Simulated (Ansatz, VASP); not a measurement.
## HgS2 in VASP and in Ansatz

```xyz
3
Lattice="3.4421 -2.4950 0.0000 3.4421 2.4950 0.0000 -2.8821 0.0000 4.8169" Properties=species:S:1:pos:R:3 pbc="T T T"
Hg    0.0000    0.0000    0.0000
S     4.9727    0.0000    1.4678
S    -0.9705    0.0000    3.3492
```

Alike in both runs: functional PBE; k mesh 8 × 8 × 6; occupations gaussian, width 0.02 eV; no spin polarisation.

Ansatz relaxed the structure, and its values are those at the end. VASP's run is a single point on that final structure, the one shown.

|  | VASP | Ansatz |
| --- | --- | --- |
| version | VASP 6.6.1 | Ansatz 0.2.0 |
| potentials or method | VASP PAW PBE potentials, release 64 (Hg, S), cutoff 520 eV | scalar-relativistic, plane waves, PAW |
| valence electrons in the cell | 24 | 32 |

|  | VASP | Ansatz | Ansatz less VASP |
| --- | --- | --- | --- |
| gap on the k mesh at the Fermi level (eV) | 0.71 | 0.69 | -0.025 |
| least direct gap on the mesh (eV) | 1.06 | 1.05 | -0.015 |
| pressure (GPa) | 0.1 | 0.0 | -0.07 |
| rms of the force components (eV/Å) | 0.065 | 0.002 | -0.0631 |

VASP's potentials hold 24 valence electrons a cell and Ansatz's 32, so a difference there can come from the potentials and not from the codes.

Neither program's run includes spin-orbit coupling.
